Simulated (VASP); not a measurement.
# PbS (Pm-3m) in VASP: further runs

The runs below take PbS through single point, with r2SCAN, r2SCAN+rVV10.

All numbers are computed with VASP 6.6.1; they aren't measurements. Logs are shortened: lines on timing, memory, paths and dates and some standing lists are left out, and cuts for length are marked.

## Step 1: The cell of the first run

Symmetry: Pm-3m, No. 221, cubic system. Conventional cell: a = 3.635 Å, b = 3.635 Å, c = 3.635 Å, α = 90.00°, β = 90.00°, γ = 90.00°. Pb (site symmetry m-3m) has 8 S at 3.15 Å and 6 Pb at 3.64 Å within 4.1 Å. S (site symmetry m-3m) has 8 Pb at 3.15 Å and 6 S at 3.64 Å within 4.1 Å.

## Step 2: Single point, r2SCAN

File POSCAR:

```
PbS
1.0
    3.6351320118      0.0000000000      0.0000000000
    0.0000000000      3.6351320118      0.0000000000
    0.0000000000      0.0000000000      3.6351320118
Pb S
1 1
Direct
    0.0000000000      0.0000000000      0.0000000000
    0.5000000000      0.5000000000      0.5000000000
```

File INCAR.step1:

```
SYSTEM = PbS
PREC = Accurate
ENCUT = 520
ISMEAR = -1
SIGMA = 0.02
LREAL = .False.
LASPH = .True.
NELM = 60
NBANDS = 17
GGA = PE
ALGO = Normal
EDIFF = 1E-4
LWAVE = .True.
LCHARG = .False.
```

File INCAR.step2:

```
SYSTEM = PbS
PREC = Accurate
ENCUT = 520
EDIFF = 1E-7
ISMEAR = -1
SIGMA = 0.02
LREAL = .False.
LASPH = .True.
NELM = 60
ALGO = Normal
ISIF = 2
LWAVE = .False.
LCHARG = .False.
METAGGA = R2SCAN
LMIXTAU = .True.
NBANDS = 17
ISTART = 1
```

File KPOINTS:

```
Automatic mesh
0
Gamma
  6 6 6
  0 0 0
```

Potentials or basis: VASP PAW PBE potentials, release 64 (Pb_d, S).

Command:

```console
$ cat potpaw_PBE.64/Pb_d/POTCAR potpaw_PBE.64/S/POTCAR > POTCAR
$ cp INCAR.step1 INCAR
$ mpirun -np 1 vasp_std > vasp.out
$ cp INCAR.step2 INCAR
$ mpirun -np 1 vasp_std > vasp.out
```

OUTCAR:

```text
SYSTEM = PbS
   PREC = Accurate
   ENCUT = 520
   EDIFF = 1E-7
   ISMEAR = -1
   LREAL = .False.
   LASPH = .True.
   NELM = 60
   ISIF = 2
   METAGGA = R2SCAN
   ISTART = 1

 ion  position               nearest neighbor table
   1  0.000  0.000  0.000-   2 3.15   2 3.15   2 3.15   2 3.15   2 3.15   2 3.15   2 3.15   2 3.15

   2  0.500  0.500  0.500-   1 3.15   1 3.15   1 3.15   1 3.15   1 3.15   1 3.15   1 3.15   1 3.15

  LATTYP: Found a simple cubic cell.
 ALAT       =     3.6351320118

  Lattice vectors:

 A1 = (   3.6351320118,   0.0000000000,   0.0000000000)
 A2 = (   0.0000000000,   3.6351320118,   0.0000000000)
 A3 = (   0.0000000000,   0.0000000000,   3.6351320118)

Analysis of symmetry for initial positions (statically):
=====================================================================
 Subroutine PRICEL returns:
 Original cell was already a primitive cell.

 Routine SETGRP: Setting up the symmetry group for a
 simple cubic supercell.

 Subroutine GETGRP returns: Found 48 space group operations
 (whereof 48 operations were pure point group operations)
 out of a pool of 48 trial point group operations.

The static configuration has the point symmetry O_h .

Analysis of symmetry for dynamics (positions and initial velocities):
=====================================================================
 Subroutine PRICEL returns:
 Original cell was already a primitive cell.

 Routine SETGRP: Setting up the symmetry group for a
 simple cubic supercell.

 Subroutine GETGRP returns: Found 48 space group operations
 (whereof 48 operations were pure point group operations)
 out of a pool of 48 trial point group operations.

The dynamic configuration has the point symmetry O_h .

 Subroutine INISYM returns: Found 48 space group operations
 (whereof 48 operations are pure point group operations),
 and found     1 'primitive' translations

----------------------------------------------------------------------------------------

                                     Primitive cell

  volume of cell :      48.0353

  direct lattice vectors                    reciprocal lattice vectors
     3.635132012  0.000000000  0.000000000     0.275093173  0.000000000  0.000000000
     0.000000000  3.635132012  0.000000000     0.000000000  0.275093173  0.000000000
     0.000000000  0.000000000  3.635132012     0.000000000  0.000000000  0.275093173

  length of vectors
     3.635132012  3.635132012  3.635132012     0.275093173  0.275093173  0.275093173

  position of ions in fractional coordinates (direct lattice)
     0.000000000  0.000000000  0.000000000
     0.500000000  0.500000000  0.500000000

  ion indices of the primitive-cell ions
   primitive index   ion index
                 1           1
                 2           2

----------------------------------------------------------------------------------------

 KPOINTS: Automatic mesh

Automatic generation of k-mesh.
 Grid dimensions read from file:
 generate k-points for:    6    6    6

 Generating k-lattice:

  Cartesian coordinates                     Fractional coordinates (reciprocal lattice)
     0.045848862  0.000000000  0.000000000     0.166666667  0.000000000  0.000000000
     0.000000000  0.045848862  0.000000000     0.000000000  0.166666667  0.000000000
     0.000000000  0.000000000  0.045848862     0.000000000  0.000000000  0.166666667

  Length of vectors
     0.045848862  0.045848862  0.045848862

  Shift w.r.t. Gamma in fractional coordinates (k-lattice)
     0.000000000  0.000000000  0.000000000

 Subroutine IBZKPT returns following result:
 ===========================================

 Found     20 irreducible k-points:

 Following reciprocal coordinates:
            Coordinates               Weight
  0.000000  0.000000  0.000000      1.000000
  0.166667  0.000000  0.000000      6.000000
  0.333333  0.000000  0.000000      6.000000
  0.500000  0.000000  0.000000      3.000000
  0.166667  0.166667  0.000000     12.000000
  0.333333  0.166667  0.000000     24.000000
[... 12 lines left out ...]
  0.500000  0.500000  0.333333      6.000000
  0.500000  0.500000  0.500000      1.000000
   k-points           NKPTS =     20   k-points in BZ     NKDIM =     20   number of bands    NBANDS=     17
   number of dos      NEDOS =    301   number of ions     NIONS =      2
   total plane-waves  NPLWV =  21952
   dimension x,y,z NGX =    28 NGY =   28 NGZ =   28
   dimension x,y,z NGXF=    56 NGYF=   56 NGZF=   56
   ions per type =               1   1
   NGX,Y,Z   is equivalent  to a cutoff of  12.81, 12.81, 12.81 a.u.
   NGXF,Y,Z  is equivalent  to a cutoff of  25.61, 25.61, 25.61 a.u.
 SYSTEM =  PbS
   PREC   = accura    normal or accurate (medium, high low for compatibility)
   ISTART =      1    job   : 0-new  1-cont  2-samecut
   ICHARG =      0    charge: 1-file 2-atom 10-const
   ISPIN  =      1    spin polarized calculation?
   LNONCOLLINEAR =      F non collinear calculations
   LSORBIT =      F    spin-orbit coupling
   LASPH  =      T    aspherical Exc in radial PAW
   ENCUT  =  520.0 eV  38.22 Ry    6.18 a.u.   6.76  6.76  6.76*2*pi/ulx,y,z
   NELM   =     60;   NELMIN=  2; NELMDL=  0     # of ELM steps
   EDIFF  = 0.1E-06   stopping-criterion for ELM
   LREAL  =      F    real-space projection
   EDIFFG = 0.1E-05   stopping-criterion for IOM
   NSW    =      0    number of steps for IOM
   IBRION =     -1    ionic relax: 0-MD 1-quasi-New 2-CG
   NFREE  =      0    steps in history (QN), initial steepest desc. (CG)
   ISIF   =      2    stress and relaxation
   ISYM   =      2    0-nonsym 1-usesym 2-fastsym
   POTIM  = 0.5000    time-step for ionic-motion
   TEBEG  =    0.0;   TEEND  =   0.0 temperature during run
   PSTRESS=    0.0 pullay stress
   NELECT =      20.0000    total number of electrons
   NUPDOWN=      -1.0000    fix difference up-down
   EMIN   =  10.00;   EMAX   =-10.00  energy-range for DOS
   EFERMI =   0.00;   METHOD = LEGACY
   ISMEAR =    -1;   SIGMA  =   0.02  broadening in eV -4-tet -1-fermi 0-gaus
   EFERMI_NEDOS =   21; number of points for ismear=-14 and -15
   IALGO  =     38    algorithm
   IMIX   =      4    mixing-type and parameters
     AMIX     =   0.40;   BMIX     =  1.00
     AMIX_MAG =   1.60;   BMIX_MAG =  1.00
  volume/ion in A,a.u.               =      24.02       162.08
  Fermi-wavevector in a.u.,A,eV,Ry     =   1.222451  2.310097 20.332348  1.494385
  Thomas-Fermi vector in A             =   2.357597
   LORBIT       =      0    0 simple, 1 ext, 2 COOP (PROOUT), +10 PAW based schemes
   METAGGA = R2SCAN    functional components
   LHFCALC =     F    Hartree Fock is set to
   AEXX    =    0.0000 exact exchange contribution
   IVDW    =     0    specifies the selected vdW correction
   LEPSILON=     F    determine dielectric tensor
   LRPA    =     F    only Hartree local field effects (RPA)
 non-spin polarized calculation
  energy-cutoff  :      520.00
  volume of cell :       48.04
 maximum number of plane-waves:      1328
 NGX is ok and might be reduce to    28
   NGX = 13   NGY = 13   NGZ = 13

 number of electron      19.9999994 magnetization

 Free energy of the ion-electron system (eV)
  ---------------------------------------------------
  ext. energy  EPLUGINS =         0.00000000
  ---------------------------------------------------
  free energy    TOTEN  =       -65.07928418 eV

  energy without entropy =      -65.07828547  energy(sigma->0) =      -65.07878483

 E-fermi :   6.1749     XC(G=0): -10.7846

 val. band max:        6.1644824681   @ k =   0.1667   0.1667   0.1667
 cond. band min:       6.6301834432   @ k =   0.5000   0.3333   0.3333
 fundamental gap:      0.4657009752
 Fermi energy:         6.1748906832

 k-point     1 :       0.0000    0.0000    0.0000
  band No.  band energies     occupation
      1     -11.4240      2.00000
      2     -11.4240      2.00000
      3     -11.2004      2.00000
      4     -11.2004      2.00000
      5     -11.2004      2.00000
      6      -7.6191      2.00000
[... 9 lines left out ...]
     16      19.5561      0.00000
     17      19.5561      0.00000

 k-point     2 :       0.1667    0.0000    0.0000
  band No.  band energies     occupation
      1     -11.4214      2.00000
      2     -11.3829      2.00000
      3     -11.2159      2.00000
      4     -11.2159      2.00000
      5     -11.1988      2.00000
      6      -7.3765      2.00000
[... 9 lines left out ...]
     16      19.4231      0.00000
     17      19.4433      0.00000

 k-point     3 :       0.3333    0.0000    0.0000
  band No.  band energies     occupation
      1     -11.4163      2.00000
      2     -11.3016      2.00000
      3     -11.2466      2.00000
      4     -11.2466      2.00000
      5     -11.1956      2.00000
      6      -6.7460      2.00000
[... 9 lines left out ...]
     16      17.3192      0.00000
     17      19.5274      0.00000

 k-point     4 :       0.5000    0.0000    0.0000
  band No.  band energies     occupation
      1     -11.4137      2.00000
      2     -11.2619      2.00000
      3     -11.2619      2.00000
      4     -11.2611      2.00000
      5     -11.1941      2.00000
      6      -6.2803      2.00000
[... 9 lines left out ...]
     16      19.5172      0.00000
     17      21.1055      0.00000

 k-point     5 :       0.1667    0.1667    0.0000
  band No.  band energies     occupation
      1     -11.4002      2.00000
      2     -11.3598      2.00000
      3     -11.2364      2.00000
      4     -11.2151      2.00000
      5     -11.2127      2.00000
      6      -7.1378      2.00000
[... 9 lines left out ...]
     16      17.9270      0.00000
     17      17.9972      0.00000

 k-point     6 :       0.3333    0.1667    0.0000
  band No.  band energies     occupation
      1     -11.3887      2.00000
      2     -11.2832      2.00000
      3     -11.2764      2.00000
      4     -11.2440      2.00000
      5     -11.2100      2.00000
      6      -6.5299      2.00000
[... 9 lines left out ...]
     16      17.7811      0.00000
     17      17.9300      0.00000

 k-point     7 :       0.5000    0.1667    0.0000
  band No.  band energies     occupation
      1     -11.3854      2.00000
      2     -11.2960      2.00000
      3     -11.2588      2.00000
      4     -11.2425      2.00000
      5     -11.2081      2.00000
      6      -6.0978      2.00000
[... 9 lines left out ...]
     16      18.1657      0.00000
     17      19.1175      0.00000

 k-point     8 :       0.3333    0.3333    0.0000
  band No.  band energies     occupation
      1     -11.3559      2.00000
      2     -11.3336      2.00000
      3     -11.2398      2.00000
      4     -11.2373      2.00000
      5     -11.2243      2.00000
      6      -6.0153      2.00000
[... 9 lines left out ...]
     16      17.1851      0.00000
     17      18.8286      0.00000
[... 123 lines left out ...]
      1     -11.3505      2.00000
      2     -11.3020      2.00000
      3     -11.2758      2.00000
      4     -11.2554      2.00000
      5     -11.1852      2.00000
      6      -5.5965      2.00000
[... 9 lines left out ...]
     16      17.2615      0.00000
     17      20.7063      0.00000

 k-point    16 :       0.5000    0.5000    0.1667
  band No.  band energies     occupation
      1     -11.3780      2.00000
      2     -11.2886      2.00000
      3     -11.2709      2.00000
      4     -11.2709      2.00000
      5     -11.1516      2.00000
      6      -5.4029      2.00000
[... 9 lines left out ...]
     16      17.6633      0.00000
     17      19.4339      0.00000

 k-point    17 :       0.3333    0.3333    0.3333
  band No.  band energies     occupation
      1     -11.3190      2.00000
      2     -11.2962      2.00000
      3     -11.2962      2.00000
      4     -11.2197      2.00000
      5     -11.2197      2.00000
      6      -5.5657      2.00000
[... 9 lines left out ...]
     16      17.9204      0.00000
     17      22.3282      0.00000

 k-point    18 :       0.5000    0.3333    0.3333
  band No.  band energies     occupation
      1     -11.3344      2.00000
      2     -11.3154      2.00000
      3     -11.2939      2.00000
      4     -11.2184      2.00000
      5     -11.1745      2.00000
      6      -5.3924      2.00000
[... 9 lines left out ...]
     16      18.9185      0.00000
     17      22.6928      0.00000

 k-point    19 :       0.5000    0.5000    0.3333
  band No.  band energies     occupation
      1     -11.3483      2.00000
      2     -11.3128      2.00000
      3     -11.3128      2.00000
      4     -11.1958      2.00000
      5     -11.1500      2.00000
      6      -5.2818      2.00000
[... 9 lines left out ...]
     16      19.9150      0.00000
     17      23.1871      0.00000

 k-point    20 :       0.5000    0.5000    0.5000
  band No.  band energies     occupation
      1     -11.3335      2.00000
      2     -11.3335      2.00000
      3     -11.3335      2.00000
      4     -11.1492      2.00000
      5     -11.1492      2.00000
      6      -5.2167      2.00000
[... 9 lines left out ...]
     16      21.0967      0.00000
     17      23.3567      0.00000

------------------------ aborting loop because EDIFF is reached ----------------------------------------

  FORCE on cell =-STRESS in cart. coord.  units (eV):
  Direction    XX          YY          ZZ          XY          YZ          ZX
  --------------------------------------------------------------------------------------
  -------------------------------------------------------------------------------------
  Total       -0.0054058     -0.0054058     -0.0054058      0.0000000     -0.0000000     -0.0000000
  in kB       -0.1803057     -0.1803057     -0.1803057      0.0000000     -0.0000000     -0.0000000
  external PRESSURE =      -0.1803057 kB  Pullay stress =       0.0000000 kB

 VOLUME and BASIS-vectors are now :
 -----------------------------------------------------------------------------
  energy-cutoff  :      520.00
  volume of cell :       48.04
      direct lattice vectors                 reciprocal lattice vectors
     3.635132012  0.000000000  0.000000000     0.275093173  0.000000000  0.000000000
     0.000000000  3.635132012  0.000000000     0.000000000  0.275093173  0.000000000
     0.000000000  0.000000000  3.635132012     0.000000000  0.000000000  0.275093173

 POSITION                                       TOTAL-FORCE (eV/Angst)
 -----------------------------------------------------------------------------------
      0.00000      0.00000      0.00000         0.000000      0.000000      0.000000
      1.81757      1.81757      1.81757         0.000000      0.000000      0.000000
 -----------------------------------------------------------------------------------
    total drift:                               -0.000000      0.000000      0.000000

  FREE ENERGIE OF THE ION-ELECTRON SYSTEM (eV)
  ---------------------------------------------------
  free  energy   TOTEN  =       -65.0792841845 eV

  energy  without entropy=      -65.0782854738  energy(sigma->0) =      -65.07878483
```

Wall time 44 s (1 thread of Intel Xeon Platinum 8488C (Sapphire Rapids), shared host); peak memory 0.17 GiB.

Results:

* Free energy: -65.0793 eV
* Pressure: 0.0 GPa
* Band gap on the k mesh: zero (bands 10 and 11 overlap by 0.31 eV)

Caveat: the structure was generated, so it needn't be the stable form of PbS; semilocal functionals underestimate gaps, and a narrow one can read as zero; the PAW data sets were made with another functional, which shifts forces and pressure a little; spin-orbit coupling is left out, which moves the levels of the heavy elements.

## Step 3: Single point, r2SCAN+rVV10

POSCAR is that of step 2.

File INCAR.step1:

```
SYSTEM = PbS
ALGO = Normal
EDIFF = 1E-4
ENCUT = 520
GGA = PE
ISMEAR = -1
LASPH = .True.
LCHARG = .False.
LREAL = .False.
LWAVE = .True.
NBANDS = 17
NELM = 80
PREC = Accurate
SIGMA = 0.02
```

File INCAR.step2:

```
SYSTEM = PbS
ALGO = Normal
BPARAM = 11.95
CPARAM = 0.0093
EDIFF = 1E-7
ENCUT = 520
ISIF = 2
ISMEAR = -1
ISTART = 1
IVDW_NL = 2
LASPH = .True.
LCHARG = .True.
LELF = .True.
LMIXTAU = .True.
LREAL = .False.
LUSE_VDW = .True.
LVHAR = .True.
LWAVE = .False.
METAGGA = R2SCAN
NBANDS = 17
NELM = 80
PREC = Accurate
SIGMA = 0.02
```

File KPOINTS:

```
k-points
0
Gamma
  6 6 6
  0 0 0
```

Potentials or basis: VASP PAW PBE potentials, release 64 (Pb_d, S).

Command:

```console
$ cat potpaw_PBE.64/Pb_d/POTCAR potpaw_PBE.64/S/POTCAR > POTCAR
$ cp INCAR.step1 INCAR
$ mpirun -np 1 vasp_std > vasp.out
$ cp INCAR.step2 INCAR
$ mpirun -np 1 vasp_std > vasp.out
```

Wall time 74 s (1 thread of Intel Xeon Platinum 8488C (Sapphire Rapids), shared host); peak memory 0.26 GiB.

The run converged. Its results:

```
Free energy            : -64.6171 eV
Pressure               : -1.0 GPa
Band gap on the k mesh : zero (bands 10 and 11 overlap by 0.34 eV)
```

Levels at points of the mesh, in eV from the Fermi level:
| k point | band 8 | band 9 | band 10 | band 11 | band 12 | band 13 |
| --- | --- | --- | --- | --- | --- | --- |
| (0.00, 0.00, 0.00) | -1.74 | -1.74 | -1.74 | 5.92 | 5.92 | 7.01 |
| (0.50, 0.00, 0.00) | -0.57 | -0.57 | -0.10 | 0.64 | 4.20 | 4.20 |
| (0.50, 0.50, 0.00) | -4.66 | -4.66 | -0.37 | 4.57 | 4.57 | 6.29 |
| (0.50, 0.50, 0.50) | -2.56 | -2.56 | -2.56 | -0.35 | -0.35 | -0.35 |

Caveat: the structure was generated, so it needn't be the stable form of PbS; semilocal functionals underestimate gaps, and a narrow one can read as zero; the PAW data sets were made with another functional, which shifts forces and pressure a little; spin-orbit coupling is left out, which moves the levels of the heavy elements.

The gap in the log of VASP goes by the Fermi energy; the results here count the filled bands.